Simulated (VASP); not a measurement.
A run of VASP 6.6.1:

INCAR

```
PREC     = Accurate       # precision mode
ENCUT    = 1000           # plane-wave cutoff, eV
EDIFF    = 1E-6           # SCF threshold, eV
ISMEAR   = 0              # smearing method
SIGMA    = 0.05           # smearing width, eV
LREAL    = F              # projectors in reciprocal space
LASPH    = T              # aspherical terms in the spheres
NELM     = 120            # most SCF steps
ALGO     = Normal         # electronic algorithm
ISIF     = 2              # what is computed and relaxed
LWAVE    = F              # write WAVECAR
LCHARG   = F              # write CHGCAR
LDIPOL   = T            
IDIPOL   = 3            
DIPOL    = 0.5 0.5 0.394
GGA      = PE             # functional
IVDW     = 12             # dispersion correction
NBANDS   = 50             # bands
GGA_COMPAT= F            
NELMDL   = -8
```

KPOINTS

```
regular mesh
0
Gamma
  7 7 1
```

The input POSCAR:

```
SnO
1.0
    3.8201636883      0.0000000000      0.0000000000
    0.0000000000      3.8201636883      0.0000000000
    0.0000000000      0.0000000000     22.2260802162
Sn O
4 4
Direct
    0.7500000000      0.2500000000      0.2024648501
    0.2500000000      0.7500000000      0.3087831971
    0.2500000000      0.7500000000      0.4797535150
    0.7500000000      0.2500000000      0.5860718620
    0.2500000000      0.2500000000      0.2556240236
    0.7500000000      0.7500000000      0.2556240236
    0.7500000000      0.7500000000      0.5329126885
    0.2500000000      0.2500000000      0.5329126885
```

Potentials or basis: VASP PAW PBE potentials, release 64 (Sn_d, O_h).

Command:

```sh
$ cat potpaw_PBE.64/Sn_d/POTCAR potpaw_PBE.64/O_h/POTCAR > POTCAR
$ mpirun -np 1 vasp_std > vasp.out
```

Hardware: 1 thread of Intel(R) Xeon(R) Platinum 8259CL CPU @ 2.50GHz (Skylake/Cascade Lake), with other jobs on the host.

**Question.** Estimate the wall time of this run.

**Answer.** Wall time 13 min on 1 thread of Intel(R) Xeon(R) Platinum 8259CL CPU @ 2.50GHz (Skylake/Cascade Lake) (shared host), peak memory 0.9 GiB. Counts: scf iterations 26, k points 10.
